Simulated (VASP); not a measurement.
# TiSi3W: single point with PBE

The system is TiSi3W.

```
Ti Si W
1.0
     4.92578    0.00000    0.00000
    -2.46289    4.26585    0.00000
     0.00000    0.00000    4.86885
Ti Si W
1 3 1
Direct
  0.00000 0.00000 0.50000
  0.50000 0.00000 0.50000
  0.00000 0.50000 0.50000
  0.50000 0.50000 0.50000
  0.00000 0.00000 0.00000
```

The cell was generated, and may not be a known phase.

| Quantity | Value |
| --- | --- |
| Program | VASP 6.6.1 |
| Task | single point |
| Functional | PBE |
| Potentials or basis | VASP PAW PBE potentials, release 64 (Ti_sv, Si, W_sv) |
| Cutoff | 520 eV |
| k mesh | 6 × 6 × 2 |
| Occupations | gaussian, width 0.1 eV |
| Spin | no spin polarisation |

```json
{
  "Pressure": "0.0 GPa",
  "Band gap on the k mesh": "zero (bands 19 and 20 overlap by 0.64 eV)"
}
```

Stress tensor (GPa, compression positive):
```
-0.15  0.00  0.00
 0.00 -0.15  0.00
 0.00  0.00  0.21
```

Levels at points of the mesh, in eV from the Fermi level:
| k point | band 15 | band 16 | band 17 | band 18 | band 19 | band 20 | band 21 | band 22 | band 23 | band 24 |
| --- | --- | --- | --- | --- | --- | --- | --- | --- | --- | --- |
| (0.00, 0.00, 0.00) | -3.23 | -3.23 | -2.37 | -2.37 | -1.47 | 0.20 | 0.20 | 1.80 | 2.63 | 2.63 |
| (0.50, 0.00, 0.00) | -2.67 | -2.48 | -0.98 | -0.61 | 0.41 | 0.60 | 0.91 | 1.02 | 1.25 | 2.43 |
| (0.00, 0.00, 0.50) | -3.64 | -0.85 | -0.85 | -0.27 | -0.27 | -0.24 | 0.81 | 0.86 | 0.86 | 2.09 |
| (0.50, 0.00, 0.50) | -2.26 | -1.11 | -0.71 | -0.52 | 0.10 | 0.12 | 0.15 | 0.85 | 0.96 | 1.86 |

Run time: 40 s on 1 thread of AMD EPYC 7R13 Processor (Zen 3), on a shared host, peak memory 0.21 GiB.

Caveat: the k points lie up to 0.65 Å⁻¹ apart, too coarse for converged energies and pressures of a metal; spin-orbit coupling is left out, which moves the levels of the heavy elements.
